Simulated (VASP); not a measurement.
# AlN (Fm-3m) in VASP: a series of runs, part 2 of 2

VASP 6.6.1.

### 4 Single point, PBE

This run uses another cell than the first one, of 8.43 Å³/atom.

Input file INCAR:

```
PREC = Accurate
ENCUT = 600
EDIFF = 1E-6
ISMEAR = 0
SIGMA = 0.02
LREAL = F
LASPH = T
NELM = 120
ALGO = Normal
ISIF = 2
LWAVE = F
LCHARG = T
GGA = PE
LELF = T
LVHAR = T
NBANDS = 11
GGA_COMPAT = F
```

Input file KPOINTS:

```
Automatic mesh
0
Gamma
  10 10 10
```

Input file POSCAR:

```
AlN
1.0
    0.0000000000      2.0352655768      2.0352655768
    2.0352655768      0.0000000000      2.0352655768
    2.0352655768      2.0352655768      0.0000000000
Al N
1 1
Direct
    0.0000000000      0.0000000000      0.0000000000
    0.5000000000      0.5000000000      0.5000000000
```

Potentials or basis: VASP PAW PBE potentials, release 64 (Al, N).

Command:

```sh
cat potpaw_PBE.64/Al/POTCAR potpaw_PBE.64/N/POTCAR > POTCAR
mpirun -np 1 vasp_std > vasp.out
```

OUTCAR:

```text
PREC = Accurate
   ENCUT = 600
   EDIFF = 1E-6
   ISMEAR = 0
   LREAL = F
   LASPH = T
   NELM = 120
   ISIF = 2
   GGA = PE

 ion  position               nearest neighbor table
   1  0.000  0.000  0.000-   2 2.04   2 2.04   2 2.04   2 2.04   2 2.04   2 2.04
   2  0.500  0.500  0.500-   1 2.04   1 2.04   1 2.04   1 2.04   1 2.04   1 2.04

  LATTYP: Found a face centered cubic cell.
 ALAT       =     4.0705311536

  Lattice vectors:

 A1 = (   0.0000000000,   2.0352655768,   2.0352655768)
 A2 = (   2.0352655768,   0.0000000000,   2.0352655768)
 A3 = (   2.0352655768,   2.0352655768,   0.0000000000)

Analysis of symmetry for initial positions (statically):
=====================================================================
 Subroutine PRICEL returns:
 Original cell was already a primitive cell.

 Routine SETGRP: Setting up the symmetry group for a
 face centered cubic supercell.

 Subroutine GETGRP returns: Found 48 space group operations
 (whereof 48 operations were pure point group operations)
 out of a pool of 48 trial point group operations.

The static configuration has the point symmetry O_h .

Analysis of symmetry for dynamics (positions and initial velocities):
=====================================================================
 Subroutine PRICEL returns:
 Original cell was already a primitive cell.

 Routine SETGRP: Setting up the symmetry group for a
 face centered cubic supercell.

 Subroutine GETGRP returns: Found 48 space group operations
 (whereof 48 operations were pure point group operations)
 out of a pool of 48 trial point group operations.

The dynamic configuration has the point symmetry O_h .

 Subroutine INISYM returns: Found 48 space group operations
 (whereof 48 operations are pure point group operations),
 and found     1 'primitive' translations

----------------------------------------------------------------------------------------

                                     Primitive cell

  volume of cell :      16.8614

  direct lattice vectors                    reciprocal lattice vectors
     0.000000000  2.035265577  2.035265577    -0.245668185  0.245668185  0.245668185
     2.035265577  0.000000000  2.035265577     0.245668185 -0.245668185  0.245668185
     2.035265577  2.035265577  0.000000000     0.245668185  0.245668185 -0.245668185

  length of vectors
     2.878300182  2.878300182  2.878300182     0.425509778  0.425509778  0.425509778

  position of ions in fractional coordinates (direct lattice)
     0.000000000  0.000000000  0.000000000
     0.500000000  0.500000000  0.500000000

  ion indices of the primitive-cell ions
   primitive index   ion index
                 1           1
                 2           2

----------------------------------------------------------------------------------------

 KPOINTS: Automatic mesh

Automatic generation of k-mesh.
 Grid dimensions read from file:
 generate k-points for:   10   10   10

 Generating k-lattice:

  Cartesian coordinates                     Fractional coordinates (reciprocal lattice)
    -0.024566818  0.024566818  0.024566818     0.100000000  0.000000000  0.000000000
     0.024566818 -0.024566818  0.024566818     0.000000000  0.100000000  0.000000000
     0.024566818  0.024566818 -0.024566818     0.000000000  0.000000000  0.100000000

  Length of vectors
     0.042550978  0.042550978  0.042550978

  Shift w.r.t. Gamma in fractional coordinates (k-lattice)
     0.000000000  0.000000000  0.000000000

 Subroutine IBZKPT returns following result:
 ===========================================

 Found     47 irreducible k-points:

 Following reciprocal coordinates:
            Coordinates               Weight
  0.000000  0.000000  0.000000      1.000000
  0.100000  0.000000  0.000000      8.000000
  0.200000  0.000000  0.000000      8.000000
  0.300000  0.000000  0.000000      8.000000
  0.400000  0.000000  0.000000      8.000000
  0.500000  0.000000  0.000000      4.000000
[... 16 lines left out ...]
  0.300000  0.300000  0.000000      6.000000
  0.400000  0.300000  0.000000     24.000000
 [... further k-points ...]
   k-points           NKPTS =     47   k-points in BZ     NKDIM =     47   number of bands    NBANDS=     11
   number of dos      NEDOS =    301   number of ions     NIONS =      2
   total plane-waves  NPLWV =  13824
   dimension x,y,z NGX =    24 NGY =   24 NGZ =   24
   dimension x,y,z NGXF=    48 NGYF=   48 NGZF=   48
   ions per type =               1   1
   NGX,Y,Z   is equivalent  to a cutoff of  13.86, 13.86, 13.86 a.u.
   NGXF,Y,Z  is equivalent  to a cutoff of  27.72, 27.72, 27.72 a.u.
 SYSTEM =  unknown system
   PREC   = accura    normal or accurate (medium, high low for compatibility)
   ISTART =      0    job   : 0-new  1-cont  2-samecut
   ICHARG =      2    charge: 1-file 2-atom 10-const
   ISPIN  =      1    spin polarized calculation?
   LNONCOLLINEAR =      F non collinear calculations
   LSORBIT =      F    spin-orbit coupling
   LASPH  =      T    aspherical Exc in radial PAW
   ENCUT  =  600.0 eV  44.10 Ry    6.64 a.u.   5.75  5.75  5.75*2*pi/ulx,y,z
   NELM   =    120;   NELMIN=  2; NELMDL= -5     # of ELM steps
   EDIFF  = 0.1E-05   stopping-criterion for ELM
   LREAL  =      F    real-space projection
   EDIFFG = 0.1E-04   stopping-criterion for IOM
   NSW    =      0    number of steps for IOM
   IBRION =     -1    ionic relax: 0-MD 1-quasi-New 2-CG
   NFREE  =      0    steps in history (QN), initial steepest desc. (CG)
   ISIF   =      2    stress and relaxation
   ISYM   =      2    0-nonsym 1-usesym 2-fastsym
   POTIM  = 0.5000    time-step for ionic-motion
   TEBEG  =    0.0;   TEEND  =   0.0 temperature during run
   PSTRESS=    0.0 pullay stress
   NELECT =       8.0000    total number of electrons
   NUPDOWN=      -1.0000    fix difference up-down
   EMIN   =  10.00;   EMAX   =-10.00  energy-range for DOS
   EFERMI =   0.00;   METHOD = LEGACY
   ISMEAR =     0;   SIGMA  =   0.02  broadening in eV -4-tet -1-fermi 0-gaus
   EFERMI_NEDOS =   21; number of points for ismear=-14 and -15
   IALGO  =     38    algorithm
   IMIX   =      4    mixing-type and parameters
     AMIX     =   0.40;   BMIX     =  1.00
     AMIX_MAG =   1.60;   BMIX_MAG =  1.00
  volume/ion in A,a.u.               =       8.43        56.89
  Fermi-wavevector in a.u.,A,eV,Ry     =   1.276852  2.412900 22.182257  1.630350
  Thomas-Fermi vector in A             =   2.409484
   LORBIT       =      0    0 simple, 1 ext, 2 COOP (PROOUT), +10 PAW based schemes
   GGA     = PE    functional components
   LHFCALC =     F    Hartree Fock is set to
   AEXX    =    0.0000 exact exchange contribution
   IVDW    =     0    specifies the selected vdW correction
   LEPSILON=     F    determine dielectric tensor
   LRPA    =     F    only Hartree local field effects (RPA)
 non-spin polarized calculation
 Gauss-broadening in eV      SIGMA  =   0.02
  energy-cutoff  :      600.00
  volume of cell :       16.86
 maximum number of plane-waves:       588
   NGX = 11   NGY = 11   NGZ = 11

 number of electron       8.0000000 magnetization

 Free energy of the ion-electron system (eV)
  ---------------------------------------------------
  ext. energy  EPLUGINS =         0.00000000
  ---------------------------------------------------
  free energy    TOTEN  =       -14.54764817 eV

  energy without entropy =      -14.54764817  energy(sigma->0) =      -14.54764817

 E-fermi :   9.8656     XC(G=0): -12.1914

 val. band max:        9.7040201727   @ k =   0.0000   0.0000   0.0000
 cond. band min:      14.1171226335   @ k =   0.5000   0.5000   0.0000
 fundamental gap:      4.4131024608
 Fermi energy:         9.8656277259

 k-point     1 :       0.0000    0.0000    0.0000
  band No.  band energies     occupation
      1      -7.6677      2.00000
      2       9.7040      2.00000
      3       9.7040      2.00000
      4       9.7040      2.00000
      5      15.0950      0.00000
      6      21.8057      0.00000
      7      21.8057      0.00000
      8      21.8057      0.00000
      9      26.8921      0.00000
     10      27.3451      0.00000
     11      27.3451      0.00000
[... 309 lines left out ...]
 k-point    24 :       0.4000    0.3000    0.0000
  band No.  band energies     occupation
      1      -4.7228      2.00000
      2       3.9360      2.00000
      3       6.9620      2.00000
      4       7.4689      2.00000
      5      15.7086      0.00000
      6      16.5735      0.00000
      7      21.6856      0.00000
      8      25.0592      0.00000
      9      25.7971      0.00000
     10      31.3142      0.00000
     11      34.1977      0.00000

 [... further k-points ...]

------------------------ aborting loop because EDIFF is reached ----------------------------------------

  FORCE on cell =-STRESS in cart. coord.  units (eV):
  Direction    XX          YY          ZZ          XY          YZ          ZX
  --------------------------------------------------------------------------------------
  -------------------------------------------------------------------------------------
  Total       -0.0447147     -0.0447147     -0.0447147      0.0000000      0.0000000      0.0000000
  in kB       -4.2488089     -4.2488089     -4.2488089      0.0000000      0.0000000      0.0000000
  external PRESSURE =      -4.2488089 kB  Pullay stress =       0.0000000 kB

 VOLUME and BASIS-vectors are now :
 -----------------------------------------------------------------------------
  energy-cutoff  :      600.00
  volume of cell :       16.86
      direct lattice vectors                 reciprocal lattice vectors
     0.000000000  2.035265577  2.035265577    -0.245668185  0.245668185  0.245668185
     2.035265577  0.000000000  2.035265577     0.245668185 -0.245668185  0.245668185
     2.035265577  2.035265577  0.000000000     0.245668185  0.245668185 -0.245668185

 POSITION                                       TOTAL-FORCE (eV/Angst)
 -----------------------------------------------------------------------------------
      0.00000      0.00000      0.00000         0.000000     -0.000000     -0.000000
      2.03527      2.03527      2.03527        -0.000000      0.000000      0.000000
 -----------------------------------------------------------------------------------
    total drift:                               -0.000000     -0.000000      0.000000

  FREE ENERGIE OF THE ION-ELECTRON SYSTEM (eV)
  ---------------------------------------------------
  free  energy   TOTEN  =       -14.5476481679 eV

  energy  without entropy=      -14.5476481679  energy(sigma->0) =      -14.54764817
```

OSZICAR:

```text
N       E                     dE             d eps       ncg     rms          rms(c)
DAV:   1     0.152030006672E+02    0.15203E+02   -0.42841E+03  1042   0.704E+02
DAV:   2    -0.153310142767E+02   -0.30534E+02   -0.29322E+02  1294   0.160E+02
DAV:   3    -0.162712912765E+02   -0.94028E+00   -0.93867E+00  1251   0.256E+01
DAV:   4    -0.162752001737E+02   -0.39089E-02   -0.39086E-02  1186   0.177E+00
DAV:   5    -0.162752367728E+02   -0.36599E-04   -0.36599E-04  1231   0.162E-01    0.751E+00
DAV:   6    -0.145654498362E+02    0.17098E+01   -0.75849E+00  1184   0.152E+01    0.262E+00
DAV:   7    -0.145535477680E+02    0.11902E-01   -0.17477E-01  1169   0.309E+00    0.174E+00
DAV:   8    -0.145479408593E+02    0.56069E-02   -0.16455E-02  1094   0.121E+00    0.328E-01
DAV:   9    -0.145475921813E+02    0.34868E-03   -0.14843E-03  1226   0.242E-01    0.149E-01
DAV:  10    -0.145476550271E+02   -0.62846E-04   -0.14805E-04  1150   0.886E-02    0.428E-02
DAV:  11    -0.145476485248E+02    0.65023E-05   -0.20503E-05  1229   0.265E-02    0.826E-03
DAV:  12    -0.145476481679E+02    0.35696E-06   -0.80114E-07   619   0.765E-03
   1 F= -.14547648E+02 E0= -.14547648E+02  d E =-.149027E-32
```

It took 7.1 s on 1 thread of AMD EPYC 9R45 (Zen 5), shared host; peak memory 0.11 GiB.

Results:

```yaml
Free_energy: -14.5476 eV
Pressure: -0.4 GPa
Band_gap_on_the_k_mesh: 4.41 eV (least direct gap 5.39 eV)
```

### 5 Relaxation of cell and atoms, PBE

Input file INCAR:

```
SYSTEM = AlN
PREC = Accurate ; ENCUT = 600
EDIFF = 1E-7 ; ISMEAR = 0
SIGMA = 0.02 ; LREAL = .FALSE.
LASPH = .TRUE. ; NELM = 120
ALGO = Normal ; ISIF = 3
LWAVE = .FALSE. ; LCHARG = .FALSE.
GGA = PE ; IBRION = 2
NSW = 80 ; EDIFFG = -0.01
GGA_COMPAT = .FALSE. ; NELMIN = 4
```

Input file KPOINTS:

```
regular mesh
0
G
  10 10 10
  0 0 0
```

Input file POSCAR:

```
AlN
1.0
    0.0000000000      2.0268956451      2.0268956451
    2.0268956451      0.0000000000      2.0268956451
    2.0268956451      2.0268956451      0.0000000000
Al N
1 1
Direct
    0.0000000000      0.0000000000      0.0000000000
    0.5000000000      0.5000000000      0.5000000000
```

Command:

```sh
cat potpaw_PBE.64/Al/POTCAR potpaw_PBE.64/N/POTCAR > POTCAR
mpirun -np 1 vasp_std > vasp.out
```

Wall time 9.6 s (1 thread of AMD EPYC 9R45 (Zen 5), shared host); peak memory 0.1 GiB.

It converged, with:

```
Free energy                           : -14.5473 eV
Relaxed volume                        : 8.42 Å³/atom
Relaxed cell                          : a = 2.877 Å, b = 2.877 Å, c = 2.877 Å, α = 60.00°, β = 60.00°, γ = 60.00°
Space group after relaxing (to 0.1 Å) : Fm-3m (No. 225)
Energy gained by relaxing             : 0.8 meV/atom
Ionic steps                           : 3
Pressure after relaxing               : 0.0 GPa
Band gap on the k mesh                : 4.43 eV (least direct gap 5.41 eV)
```

Step by step:
```tsv
step	energy change (eV)	largest force (eV/Å)	pressure (GPa)	volume (Å³)
1	0.0000	0.0000	2.76	16.65
2	-0.0002	0.0000	-2.46	17.00
3	-0.0015	0.0000	0.00	16.83
```

Final structure:
```yaml
crystal:
  lattice:
    - [0.00000, 2.03414, 2.03414]
    - [2.03414, 0.00000, 2.03414]
    - [2.03414, 2.03414, 0.00000]
  atoms:
    - { symbol: Al, position: [0.00000, 0.00000, 0.00000] }
    - { symbol: N, position: [0.50000, 0.50000, 0.50000] }
```

Levels at points of the mesh, in eV from the valence-band top:
| k point | band 2 | band 3 | band 4 | band 5 | band 6 | band 7 |
| --- | --- | --- | --- | --- | --- | --- |
| (0.00, 0.00, 0.00) | 0.00 | 0.00 | 0.00 | 5.41 | 12.11 | 12.11 |
| (0.50, 0.00, 0.00) | -8.19 | -1.04 | -1.04 | 6.02 | 10.85 | 10.85 |
| (0.50, 0.50, 0.00) | -7.26 | -2.75 | -2.75 | 4.43 | 5.33 | 13.82 |

A k mesh can miss the band edges.

### 6 Overview

```csv
task,cell,k mesh,smearing,gap on the mesh (eV),pressure (GPa)
single point,"a = 2.866 Å, angles 60.0°, 2 atoms",8 × 8 × 8,gaussian 0.1 eV,4.53,2.8
single point,"a = 2.878 Å, angles 60.0°, 2 atoms",10 × 10 × 10,gaussian 0.02 eV,4.41,-0.4
relaxation of cell and atoms,"relaxed from a = 2.866 Å, angles 60.0°, 2 atoms",10 × 10 × 10,gaussian 0.02 eV,4.43,0.0
```

Alike in all rows: level PBE; potentials or basis VASP PAW PBE potentials, release 64 (Al, N); no spin polarisation; cutoff (eV) 600.

Total energies depend on the potentials used, so only differences within one code and one set of settings carry meaning.
